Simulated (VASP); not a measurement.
Crystal: SiW.

```
W Si
1.0
     0.00000    2.62544    2.62544
     2.62544    0.00000    2.62544
     2.62544    2.62544    0.00000
W Si
1 1
Direct
  0.00000 0.00000 0.00000
  0.25000 0.25000 0.25000
```

```yaml
Program: VASP 6.6.1
Task: relaxation of cell and atoms
Functional: PBE
Potentials_or_basis: VASP PAW PBE potentials, release 64 (W_sv, Si)
Cutoff: 600 eV
k_mesh: 6 × 6 × 6
Occupations: gaussian, width 0.1 eV
Spin: no spin polarisation
```

At the start: pressure 29.2 GPa; volume 18.10 Å³/atom.

Task: Where does the relaxation end?

Result: Over 4 steps the energy falls by 286.5 meV/atom and the volume is 21.78 Å³/atom (+20.4 %); space group F-43m (No. 216, to 0.05 Å).

The path:
```
step  energy change (eV)  largest force (eV/Å)  pressure (GPa)  volume (Å³)
   1              0.0000                0.0000           29.24        36.19
   2              0.2812                0.0000          -16.87        56.40
   3             -0.5714                0.0000           -1.16        43.94
   4             -0.5730                0.0000           -0.21        43.57
```

Final structure:
```
W Si
1.0
     0.00000    2.79279    2.79279
     2.79279    0.00000    2.79279
     2.79279    2.79279    0.00000
W Si
1 1
Direct
  0.00000 0.00000 0.00000
  0.25000 0.25000 0.25000
```

Caveat: the volume moved by over 15 % at a fixed basis, so the end points are rough.
